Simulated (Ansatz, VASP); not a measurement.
Two plane-wave programs on ZrC

```
Zr C
1.0
     3.36102    0.02253   -0.02976
    -1.66099    2.89957    0.02954
    -0.04642    0.02640    5.33279
Zr C
2 2
Direct
  0.33696 0.67599 0.24603
  0.68904 0.32775 0.74611
  0.03363 0.01770 0.99926
  0.01846 0.00450 0.49087
```

Change from the starting cell: kmesh displaced: [6, 6, 4] Gamma-centred.

Alike in both runs: task single point; functional PBE; k mesh 6 × 6 × 4; occupations gaussian, width 0.1 eV; no spin polarisation.

```csv
,VASP,Ansatz
version,VASP 6.6.1,Ansatz 0.2.0
potentials or method,"VASP PAW PBE potentials, release 64 (Zr_sv, C), cutoff 520 eV","scalar-relativistic, plane waves, PAW"
valence electrons in the cell,32,32
```

```csv
,VASP,Ansatz,Ansatz less VASP
gap on the k mesh at the Fermi level (eV),none,none,-
pressure (GPa),1.0,0.8,-0.24
"traceless stress, the component that is largest in VASP (GPa)",2.92,2.91,-0.007
rms of the force components (eV/Å),0.451,0.449,-0.0014
```

Atom by atom the forces differ by 0.001 eV/Å (rms over components). A gap of «none» marks a metal or a gap that the smearing closes. The functional is the same, so the differences come from potentials, cutoffs and numerics.
